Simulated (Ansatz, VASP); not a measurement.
# Two plane-wave programs on Ge

```
Ge
1.0
    -2.51013    2.51013    1.32754
     2.51013   -2.51013    1.32754
     2.51013    2.51013   -1.32754
Ge
2
Direct
  0.25000 0.75000 0.50000
  0.50000 0.50000 0.00000
```

Change from the starting cell: strain -0.025 along x and y, -0.050 along z, atoms carried along.

Alike in both runs: task single point; functional PBEsol; k mesh 20 × 20 × 20; occupations gaussian, width 0.15 eV; no spin polarisation.

|  | VASP | Ansatz |
| --- | --- | --- |
| version | VASP 6.6.1 | Ansatz 0.2.0 |
| potentials or method | VASP PAW PBE potentials, release 64 (Ge_d), cutoff 520 eV | scalar-relativistic, plane waves, PAW |
| valence electrons in the cell | 28 | 28 |

```tsv
	VASP	Ansatz	Ansatz less VASP
gap on the k mesh at the Fermi level (eV)	none	none	-
pressure (GPa)	9.1	9.1	+0.03
traceless stress, the component that is largest in VASP (GPa)	2.49	2.46	-0.030
```

VASP's potentials were made for PBE, not for PBEsol. A gap of «none» marks a metal or a gap that the smearing closes. The functional is the same, so the differences come from potentials, cutoffs and numerics.
